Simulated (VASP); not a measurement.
# Zn in VASP: a series of runs

Runs on Zn. Level: r2SCAN. Tasks: single point, relaxation of cell and atoms.

All numbers are computed with VASP 6.6.1; they aren't measurements. Logs are shortened: lines on timing, memory, paths and dates and some standing lists are left out, and cuts for length are marked.

### 1 The cell of the first run

The typed cell holds 1 atom: a = 2.726 Å, b = 2.726 Å, c = 2.726 Å, α = 120.05°, β = 120.05°, γ = 89.91°.

This isn't the form of Zn at room conditions, which is hcp.

### 2 Single point, r2SCAN

File POSCAR:

```
Zn
1.0
   -1.3620329809      1.3620329809      1.9292680744
    1.3620329809     -1.3620329809      1.9292680744
    1.3620329809      1.3620329809     -1.9292680744
Zn
1
Direct
    0.0000000000      0.0000000000      0.0000000000
```

File INCAR.step1:

```
PREC = Accurate
ENCUT = 520
ISMEAR = 0
SIGMA = 0.1
LREAL = F
LASPH = T
NELM = 80
NBANDS = 12
GGA = PE
ALGO = Normal
EDIFF = 1E-4
LWAVE = T
LCHARG = F
```

File INCAR.step2:

```
PREC = Accurate
ENCUT = 520
EDIFF = 1E-6
ISMEAR = 0
SIGMA = 0.1
LREAL = F
LASPH = T
NELM = 80
ALGO = Normal
ISIF = 2
LWAVE = F
LCHARG = F
METAGGA = R2SCAN
LMIXTAU = T
NBANDS = 12
ISTART = 1
```

File KPOINTS:

```
Automatic mesh
0
Gamma
  8 8 8
```

Potentials or basis: VASP PAW PBE potentials, release 64 (Zn).

Command:

```
$ cat potpaw_PBE.64/Zn/POTCAR > POTCAR
$ cp INCAR.step1 INCAR
$ mpirun -np 1 vasp_std > vasp.out
$ cp INCAR.step2 INCAR
$ mpirun -np 1 vasp_std > vasp.out
```

OUTCAR:

```text
PREC = Accurate
   ENCUT = 520
   EDIFF = 1E-6
   ISMEAR = 0
   LREAL = F
   LASPH = T
   NELM = 80
   ISIF = 2
   METAGGA = R2SCAN
   ISTART = 1

 ion  position               nearest neighbor table
   1  0.000  0.000  0.000-

  LATTYP: Found a body centered tetragonal cell.
 ALAT       =     2.7240659618
 C/A-ratio  =     1.4164620839

  Lattice vectors:

 A1 = (  -1.3620329809,   1.3620329809,   1.9292680744)
 A2 = (   1.3620329809,  -1.3620329809,   1.9292680744)
 A3 = (   1.3620329809,   1.3620329809,  -1.9292680744)

Analysis of symmetry for initial positions (statically):
=====================================================================
 Subroutine PRICEL returns:
 Original cell was already a primitive cell.

 Routine SETGRP: Setting up the symmetry group for a
 body centered tetragonal supercell.

 Subroutine GETGRP returns: Found 16 space group operations
 (whereof 16 operations were pure point group operations)
 out of a pool of 16 trial point group operations.

The static configuration has the point symmetry D_4h.

Analysis of symmetry for dynamics (positions and initial velocities):
=====================================================================
 Subroutine PRICEL returns:
 Original cell was already a primitive cell.

 Routine SETGRP: Setting up the symmetry group for a
 body centered tetragonal supercell.

 Subroutine GETGRP returns: Found 16 space group operations
 (whereof 16 operations were pure point group operations)
 out of a pool of 16 trial point group operations.

The dynamic configuration has the point symmetry D_4h.

 Subroutine INISYM returns: Found 16 space group operations
 (whereof 16 operations are pure point group operations),
 and found     1 'primitive' translations

----------------------------------------------------------------------------------------

                                     Primitive cell

  volume of cell :      14.3162

  direct lattice vectors                    reciprocal lattice vectors
    -1.362032981  1.362032981  1.929268074     0.000000000  0.367098306  0.259165642
     1.362032981 -1.362032981  1.929268074     0.367098306  0.000000000  0.259165642
     1.362032981  1.362032981 -1.929268074     0.367098306  0.367098306  0.000000000

  length of vectors
     2.726232379  2.726232379  2.726232379     0.449363991  0.449363991  0.519155403

  position of ions in fractional coordinates (direct lattice)
     0.000000000  0.000000000  0.000000000

  ion indices of the primitive-cell ions
   primitive index   ion index
                 1           1

----------------------------------------------------------------------------------------

 KPOINTS: Automatic mesh

Automatic generation of k-mesh.
 Grid dimensions read from file:
 generate k-points for:    8    8    8

 Generating k-lattice:

  Cartesian coordinates                     Fractional coordinates (reciprocal lattice)
     0.000000000  0.045887288  0.032395705     0.125000000  0.000000000  0.000000000
     0.045887288  0.000000000  0.032395705     0.000000000  0.125000000  0.000000000
     0.045887288  0.045887288  0.000000000     0.000000000  0.000000000  0.125000000

  Length of vectors
     0.056170499  0.056170499  0.064894425

  Shift w.r.t. Gamma in fractional coordinates (k-lattice)
     0.000000000  0.000000000  0.000000000

 Subroutine IBZKPT returns following result:
 ===========================================

 Found     59 irreducible k-points:

 Following reciprocal coordinates:
            Coordinates               Weight
  0.000000  0.000000  0.000000      1.000000
  0.125000  0.000000 -0.000000      8.000000
  0.250000  0.000000 -0.000000      8.000000
  0.375000  0.000000 -0.000000      8.000000
  0.500000  0.000000 -0.000000      4.000000
  0.125000  0.125000 -0.000000      8.000000
[... 16 lines left out ...]
  0.250000  0.125000  0.125000     16.000000
  0.375000  0.125000  0.125000      8.000000
 [... further k-points ...]
   k-points           NKPTS =     59   k-points in BZ     NKDIM =     59   number of bands    NBANDS=     12
   number of dos      NEDOS =    301   number of ions     NIONS =      1
   total plane-waves  NPLWV =   8000
   dimension x,y,z NGX =    20 NGY =   20 NGZ =   20
   dimension x,y,z NGXF=    40 NGYF=   40 NGZF=   40
   ions per type =               1
   NGX,Y,Z   is equivalent  to a cutoff of  12.20, 12.20, 12.20 a.u.
   NGXF,Y,Z  is equivalent  to a cutoff of  24.39, 24.39, 24.39 a.u.
 SYSTEM =  unknown system
   PREC   = accura    normal or accurate (medium, high low for compatibility)
   ISTART =      1    job   : 0-new  1-cont  2-samecut
   ICHARG =      0    charge: 1-file 2-atom 10-const
   ISPIN  =      1    spin polarized calculation?
   LNONCOLLINEAR =      F non collinear calculations
   LSORBIT =      F    spin-orbit coupling
   LASPH  =      T    aspherical Exc in radial PAW
   ENCUT  =  520.0 eV  38.22 Ry    6.18 a.u.   5.07  5.07  5.07*2*pi/ulx,y,z
   NELM   =     80;   NELMIN=  2; NELMDL=  0     # of ELM steps
   EDIFF  = 0.1E-05   stopping-criterion for ELM
   LREAL  =      F    real-space projection
   EDIFFG = 0.1E-04   stopping-criterion for IOM
   NSW    =      0    number of steps for IOM
   IBRION =     -1    ionic relax: 0-MD 1-quasi-New 2-CG
   NFREE  =      0    steps in history (QN), initial steepest desc. (CG)
   ISIF   =      2    stress and relaxation
   ISYM   =      2    0-nonsym 1-usesym 2-fastsym
   POTIM  = 0.5000    time-step for ionic-motion
   TEBEG  =    0.0;   TEEND  =   0.0 temperature during run
   PSTRESS=    0.0 pullay stress
   NELECT =      12.0000    total number of electrons
   NUPDOWN=      -1.0000    fix difference up-down
   EMIN   =  10.00;   EMAX   =-10.00  energy-range for DOS
   EFERMI =   0.00;   METHOD = LEGACY
   ISMEAR =     0;   SIGMA  =   0.10  broadening in eV -4-tet -1-fermi 0-gaus
   EFERMI_NEDOS =   21; number of points for ismear=-14 and -15
   IALGO  =     38    algorithm
   IMIX   =      4    mixing-type and parameters
     AMIX     =   0.40;   BMIX     =  1.00
     AMIX_MAG =   1.60;   BMIX_MAG =  1.00
  volume/ion in A,a.u.               =      14.32        96.61
  Fermi-wavevector in a.u.,A,eV,Ry     =   1.543569  2.916922 32.417302  2.382604
  Thomas-Fermi vector in A             =   2.649213
   LORBIT       =      0    0 simple, 1 ext, 2 COOP (PROOUT), +10 PAW based schemes
   METAGGA = R2SCAN    functional components
   LHFCALC =     F    Hartree Fock is set to
   AEXX    =    0.0000 exact exchange contribution
   IVDW    =     0    specifies the selected vdW correction
   LEPSILON=     F    determine dielectric tensor
   LRPA    =     F    only Hartree local field effects (RPA)
 non-spin polarized calculation
 Gauss-broadening in eV      SIGMA  =   0.10
  energy-cutoff  :      520.00
  volume of cell :       14.32
 maximum number of plane-waves:       396
   NGX = 11   NGY = 11   NGZ = 11

 number of electron      12.0000004 magnetization

 Free energy of the ion-electron system (eV)
  ---------------------------------------------------
  ext. energy  EPLUGINS =         0.00000000
  ---------------------------------------------------
  free energy    TOTEN  =        -8.85965786 eV

  energy without entropy =       -8.85742927  energy(sigma->0) =       -8.85854356

 E-fermi :   3.0920     XC(G=0): -13.0352

 val. band max:        2.9835700065   @ k =   0.3750   0.1250   0.1250
 cond. band min:       3.1256903651   @ k =   0.5000   0.5000   0.3750
 fundamental gap:      0.1421203586
 Fermi energy:         3.0920450449

 k-point     1 :       0.0000    0.0000    0.0000
  band No.  band energies     occupation
      1      -7.9495      2.00000
      2      -4.7262      2.00000
      3      -4.7212      2.00000
      4      -4.7212      2.00000
      5      -4.2942      2.00000
      6      -4.2908      2.00000
      7      23.5265      0.00000
      8      23.5851      0.00000
      9      23.5852      0.00000
     10      23.5896      0.00000
     11      25.9729      0.00000
     12      25.9750      0.00000

 k-point     2 :       0.1250    0.0000   -0.0000
  band No.  band energies     occupation
      1      -7.4416      2.00000
      2      -4.7611      2.00000
      3      -4.6717      2.00000
      4      -4.6684      2.00000
      5      -4.3050      2.00000
      6      -4.3023      2.00000
      7      17.6999      0.00000
      8      22.2621      0.00000
      9      22.2711      0.00000
     10      23.3637      0.00000
     11      28.1765      0.00000
     12      28.1851      0.00000

 k-point     3 :       0.2500    0.0000   -0.0000
  band No.  band energies     occupation
      1      -6.1549      2.00000
      2      -4.6357      2.00000
      3      -4.6317      2.00000
      4      -4.6033      2.00000
      5      -4.2346      2.00000
      6      -4.2340      2.00000
      7      11.3716      0.00000
      8      20.9721      0.00000
      9      20.9956      0.00000
     10      22.8839      0.00000
     11      27.0035      0.00000
     12      27.0705      0.00000

 k-point     4 :       0.3750    0.0000   -0.0000
  band No.  band energies     occupation
      1      -5.6000      2.00000
      2      -4.6969      2.00000
      3      -4.6929      2.00000
      4      -4.0597      2.00000
      5      -4.0585      2.00000
      6      -2.6905      2.00000
      7       5.8671      0.00000
      8      20.3666      0.00000
      9      20.4060      0.00000
     10      22.3294      0.00000
     11      24.5954      0.00000
     12      24.6471      0.00000

 k-point     5 :       0.5000    0.0000   -0.0000
  band No.  band energies     occupation
      1      -5.5919      2.00000
      2      -4.7326      2.00000
      3      -4.7286      2.00000
      4      -3.9745      2.00000
      5      -3.9727      2.00000
      6       0.0194      2.00000
      7       2.1205      2.00000
      8      20.2450      0.00000
      9      20.2937      0.00000
     10      22.0794      0.00000
     11      23.6945      0.00000
     12      23.7375      0.00000
[... 228 lines left out ...]
      1      -5.5323      2.00000
      2      -5.4375      2.00000
      3      -3.9903      2.00000
      4      -3.8937      2.00000
      5      -3.8915      2.00000
      6       2.1365      2.00000
      7       5.5374      0.00000
      8      12.6215      0.00000
      9      12.6285      0.00000
     10      16.1205      0.00000
     11      18.0103      0.00000
     12      42.3758      0.00000

 k-point    22 :       0.1250    0.1250    0.1250
  band No.  band energies     occupation
      1      -5.3347      2.00000
      2      -5.0112      2.00000
      3      -4.6816      2.00000
      4      -4.3491      2.00000
      5      -4.2532      2.00000
      6      -3.3919      2.00000
      7      12.2749      0.00000
      8      12.9207      0.00000
      9      18.0332      0.00000
     10      22.8634      0.00000
     11      23.6167      0.00000
     12      29.0730      0.00000

 k-point    23 :       0.2500    0.1250    0.1250
  band No.  band energies     occupation
      1      -5.1783      2.00000
      2      -4.8529      2.00000
      3      -4.7145      2.00000
      4      -4.3822      2.00000
      5      -4.0776      2.00000
      6      -1.1218      2.00000
      7       7.1006      0.00000
      8      12.4416      0.00000
      9      15.1972      0.00000
     10      22.7429      0.00000
     11      26.0531      0.00000
     12      29.0656      0.00000

 k-point    24 :       0.3750    0.1250    0.1250
  band No.  band energies     occupation
      1      -5.2039      2.00000
      2      -4.9182      2.00000
      3      -4.5307      2.00000
      4      -4.4595      2.00000
      5      -3.9985      2.00000
      6       1.9807      2.00000
      7       2.9836      1.87499
      8      13.1468      0.00000
      9      13.4610      0.00000
     10      22.6326      0.00000
     11      25.6555      0.00000
     12      34.0343      0.00000

 [... further k-points ...]

------------------------ aborting loop because EDIFF is reached ----------------------------------------

  FORCE on cell =-STRESS in cart. coord.  units (eV):
  Direction    XX          YY          ZZ          XY          YZ          ZX
  --------------------------------------------------------------------------------------
  -------------------------------------------------------------------------------------
  Total        0.0403642      0.0403642      0.0445977      0.0000000     -0.0000000      0.0000000
  in kB        4.5173036      4.5173036      4.9910855      0.0000000     -0.0000000      0.0000000
  external PRESSURE =       4.6752309 kB  Pullay stress =       0.0000000 kB

 VOLUME and BASIS-vectors are now :
 -----------------------------------------------------------------------------
  energy-cutoff  :      520.00
  volume of cell :       14.32
      direct lattice vectors                 reciprocal lattice vectors
    -1.362032981  1.362032981  1.929268074     0.000000000  0.367098306  0.259165642
     1.362032981 -1.362032981  1.929268074     0.367098306  0.000000000  0.259165642
     1.362032981  1.362032981 -1.929268074     0.367098306  0.367098306  0.000000000

 POSITION                                       TOTAL-FORCE (eV/Angst)
 -----------------------------------------------------------------------------------
      0.00000      0.00000      0.00000         0.000000      0.000000     -0.000000
 -----------------------------------------------------------------------------------
    total drift:                                0.000000     -0.000000      0.000000

  FREE ENERGIE OF THE ION-ELECTRON SYSTEM (eV)
  ---------------------------------------------------
  free  energy   TOTEN  =        -8.8596578565 eV

  energy  without entropy=       -8.8574292703  energy(sigma->0) =       -8.85854356
```

Run time: 33 s. Hardware: 1 thread of Intel Xeon Platinum 8375C at 2.90GHz (Ice Lake), shared host; peak memory 0.13 GiB.

What came out:

```
Free energy            : -8.8597 eV
Pressure               : 0.5 GPa
Band gap on the k mesh : zero (bands 6 and 7 overlap by 3.60 eV)
```

Levels at points of the mesh, in eV from the Fermi level:
| k point | band 2 | band 3 | band 4 | band 5 | band 6 | band 7 | band 8 | band 9 | band 10 | band 11 |
| --- | --- | --- | --- | --- | --- | --- | --- | --- | --- | --- |
| (0.00, 0.00, 0.00) | -7.82 | -7.81 | -7.81 | -7.39 | -7.38 | 20.43 | 20.49 | 20.49 | 20.50 | 22.88 |
| (0.50, 0.00, 0.00) | -7.82 | -7.82 | -7.07 | -7.06 | -3.07 | -0.97 | 17.15 | 17.20 | 18.99 | 20.60 |
| (0.50, 0.50, 0.00) | -8.53 | -7.08 | -6.99 | -6.98 | -0.96 | 2.45 | 9.53 | 9.54 | 13.03 | 14.92 |
| (0.50, 0.50, 0.50) | -8.53 | -7.08 | -6.98 | -6.98 | -0.99 | 2.41 | 9.57 | 9.57 | 13.06 | 14.96 |

Caveat: the PAW data sets were made with another functional, which shifts forces and pressure a little.

### 3 Single point, r2SCAN

This run uses another cell than the first one, of 15.78 Å³/atom.

File POSCAR:

```
Zn
1.0
   -1.3739567912      1.3739567912      2.0902748231
    1.3739567912     -1.3739567912      2.0902748231
    1.3739567912      1.3739567912     -2.0902748231
Zn
1
Direct
    0.0000000000      0.0000000000      0.0000000000
```

File INCAR.step1:

```
SYSTEM = Zn
PREC = Accurate ; ENCUT = 520
ISMEAR = 0 ; SIGMA = 0.1
LREAL = .False. ; LASPH = .True.
NELM = 80 ; NBANDS = 12
GGA = PE ; ALGO = Normal
EDIFF = 1E-4 ; LWAVE = .True.
LCHARG = .False.
```

File INCAR.step2:

```
SYSTEM = Zn
PREC = Accurate ; ENCUT = 520
EDIFF = 1E-6 ; ISMEAR = 0
SIGMA = 0.1 ; LREAL = .False.
LASPH = .True. ; NELM = 80
ALGO = Normal ; ISIF = 2
LWAVE = .False. ; LCHARG = .False.
METAGGA = R2SCAN ; LMIXTAU = .True.
NBANDS = 12 ; ISTART = 1
```

File KPOINTS:

```
Automatic mesh
0
Gamma
  10 10 10
  0 0 0
```

Potentials or basis: VASP PAW PBE potentials, release 64 (Zn).

Command:

```
$ cat potpaw_PBE.64/Zn/POTCAR > POTCAR
$ cp INCAR.step1 INCAR
$ mpirun -np 1 vasp_std > vasp.out
$ cp INCAR.step2 INCAR
$ mpirun -np 1 vasp_std > vasp.out
```

OUTCAR:

```text
SYSTEM = Zn
   PREC = Accurate
   ENCUT = 520
   EDIFF = 1E-6
   ISMEAR = 0
   LREAL = .False.
   LASPH = .True.
   NELM = 80
   ISIF = 2
   METAGGA = R2SCAN
   ISTART = 1

 ion  position               nearest neighbor table
   1  0.000  0.000  0.000-

  LATTYP: Found a body centered tetragonal cell.
 ALAT       =     2.7479135824
 C/A-ratio  =     1.5213541186

  Lattice vectors:

 A1 = (  -1.3739567912,   1.3739567912,   2.0902748231)
 A2 = (   1.3739567912,  -1.3739567912,   2.0902748231)
[... 540 lines left out ...]
     12      29.0470      0.00000

 [... further k-points ...]

------------------------ aborting loop because EDIFF is reached ----------------------------------------

  FORCE on cell =-STRESS in cart. coord.  units (eV):
  Direction    XX          YY          ZZ          XY          YZ          ZX
  --------------------------------------------------------------------------------------
  -------------------------------------------------------------------------------------
  Total       -0.4377525     -0.4377525     -1.0232585      0.0000000      0.0000000      0.0000000
  in kB      -44.4354587    -44.4354587   -103.8691087      0.0000000      0.0000000      0.0000000
  external PRESSURE =     -64.2466754 kB  Pullay stress =       0.0000000 kB

 VOLUME and BASIS-vectors are now :
 -----------------------------------------------------------------------------
  energy-cutoff  :      520.00
  volume of cell :       15.78
      direct lattice vectors                 reciprocal lattice vectors
    -1.373956791  1.373956791  2.090274823     0.000000000  0.363912463  0.239202996
     1.373956791 -1.373956791  2.090274823     0.363912463  0.000000000  0.239202996
     1.373956791  1.373956791 -2.090274823     0.363912463  0.363912463  0.000000000

 POSITION                                       TOTAL-FORCE (eV/Angst)
 -----------------------------------------------------------------------------------
      0.00000      0.00000      0.00000        -0.000000      0.000000      0.000000
 -----------------------------------------------------------------------------------
    total drift:                                0.000000      0.000000     -0.000000

  FREE ENERGIE OF THE ION-ELECTRON SYSTEM (eV)
  ---------------------------------------------------
  free  energy   TOTEN  =        -8.8288042519 eV

  energy  without entropy=       -8.8280019933  energy(sigma->0) =       -8.82840312
```

OUTCAR.step1:

```text
SYSTEM = Zn
   PREC = Accurate
   ENCUT = 520
   ISMEAR = 0
   LREAL = .False.
   LASPH = .True.
   NELM = 80
[... 578 lines left out ...]
 -----------------------------------------------------------------------------------
      0.00000      0.00000      0.00000        -0.000000      0.000000     -0.000000
 -----------------------------------------------------------------------------------
    total drift:                                0.000000      0.000000      0.000000

  FREE ENERGIE OF THE ION-ELECTRON SYSTEM (eV)
  ---------------------------------------------------
  free  energy   TOTEN  =        -1.0739943560 eV

  energy  without entropy=       -1.0728069713  energy(sigma->0) =       -1.07340066
```

OSZICAR.step1:

```text
N       E                     dE             d eps       ncg     rms          rms(c)
DAV:   1     0.402405896013E+02    0.40241E+02   -0.66093E+03  2576   0.155E+03
DAV:   2     0.681523623921E-01   -0.40172E+02   -0.37651E+02  2540   0.207E+02
DAV:   3    -0.116059974535E+01   -0.12288E+01   -0.12271E+01  2908   0.357E+01
DAV:   4    -0.116362708102E+01   -0.30273E-02   -0.30272E-02  2716   0.171E+00
DAV:   5    -0.116362935839E+01   -0.22774E-05   -0.22773E-05  2208   0.470E-02    0.254E+00
DAV:   6    -0.107984097353E+01    0.83788E-01   -0.44955E-01  2932   0.134E+01    0.198E+00
DAV:   7    -0.107580364484E+01    0.40373E-02   -0.85252E-03  2680   0.178E+00    0.100E+00
DAV:   8    -0.107398489483E+01    0.18188E-02   -0.11240E-03  2928   0.471E-01    0.387E-02
DAV:   9    -0.107399435600E+01   -0.94612E-05   -0.71796E-05  1868   0.116E-01
   1 F= -.10739944E+01 E0= -.10734007E+01  d E =-.118738E-02
```

Wall time 53 s (1 thread of Intel Xeon Platinum 8375C at 2.90GHz (Ice Lake), shared host); peak memory 0.15 GiB.

What came out:

| Item | Value |
| --- | --- |
| Free energy | -8.8288 eV |
| Pressure | -6.4 GPa |
| Band gap on the k mesh | zero (bands 6 and 7 overlap by 3.12 eV) |

Stress tensor (GPa, compression positive):
```
 -4.44   0.00   0.00
  0.00  -4.44   0.00
  0.00   0.00 -10.39
```

Caveat: the cell stands under tension; the PAW data sets were made with another functional, which shifts forces and pressure a little.

(Part 1 of 2 ends here.)
